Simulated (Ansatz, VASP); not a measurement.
Two plane-wave programs on Ge

INCAR

```
PREC = Accurate
ENCUT = 520
EDIFF = 1E-6
ISMEAR = 0
SIGMA = 0.1
LREAL = False
LASPH = True
NELM = 80
ALGO = Normal
ISIF = 2
LWAVE = False
LCHARG = True
GGA = PE
LELF = True
LVHAR = True
NBANDS = 51
```

The input KPOINTS:

```
regular mesh
0
Gamma
  4 4 4
```

POSCAR

```
Ge
1.0
    2.8397115400     -6.1305406500      0.0000000000
    2.8397115400      6.1305406500      0.0000000000
    0.0000000000      0.0000000000      3.9588465400
Ge
6
Direct
    0.0103742300      0.4026880100      0.2500000000
    0.4026880100      0.0103742300      0.7500000000
    0.5973119900      0.9896257700      0.2500000000
    0.9896257700      0.5973119900      0.7500000000
    0.4430938800      0.5569061200      0.2500000000
    0.5569061200      0.4430938800      0.7500000000
```

Input for Ansatz:

```yaml
crystal:
  lattice:
    - [2.83971154, -6.13054065, 0.0]
    - [2.83971154, 6.13054065, 0.0]
    - [0.0, 0.0, 3.95884654]
  atoms:
    - { symbol: Ge, position: [0.01037423, 0.40268801, 0.25] }
    - { symbol: Ge, position: [0.40268801, 0.01037423, 0.75] }
    - { symbol: Ge, position: [0.59731199, 0.98962577, 0.25] }
    - { symbol: Ge, position: [0.98962577, 0.59731199, 0.75] }
    - { symbol: Ge, position: [0.44309388, 0.55690612, 0.25] }
    - { symbol: Ge, position: [0.55690612, 0.44309388, 0.75] }
basis:
  ecutwfc: 420
kpoints:
  mp_grid: { grid: [4, 4, 4] }
hamiltonian:
  xc: pbe
scf:
  occupations: { method: gaussian, width: 0.1 }
  lower_state_search: "off"
output:
  forces: true
  stress: true
  eigenvalues: true
```

Alike in both runs: task single point; functional PBE; k mesh 4 × 4 × 4; occupations gaussian, width 0.1 eV; no spin polarisation.

|  | VASP | Ansatz |
| --- | --- | --- |
| version | VASP 6.6.1 | Ansatz 0.2.0 |
| potentials or method | VASP PAW PBE potentials, release 64 (Ge_d), cutoff 520 eV | scalar-relativistic, plane waves, PAW |
| valence electrons in the cell | 84 | 84 |

Ansatz gave:

| Item | Value |
| --- | --- |
| gap on the k mesh at the Fermi level (eV) | 0.13 |
| least direct gap on the mesh (eV) | 0.16 |
| pressure (GPa) | 8.9 |
| traceless stress, the component that is largest in VASP (GPa) | 5.00 |
| rms of the force components (eV/Å) | 0.271 |

Task: Which values does VASP return?

Result: gap on the k mesh at the Fermi level (eV): 0.13; least direct gap on the mesh (eV): 0.17; pressure (GPa): 8.7; traceless stress, the component that is largest in VASP (GPa): 5.00; rms of the force components (eV/Å): 0.270.

Atom by atom the forces differ by 0.002 eV/Å (rms over components).
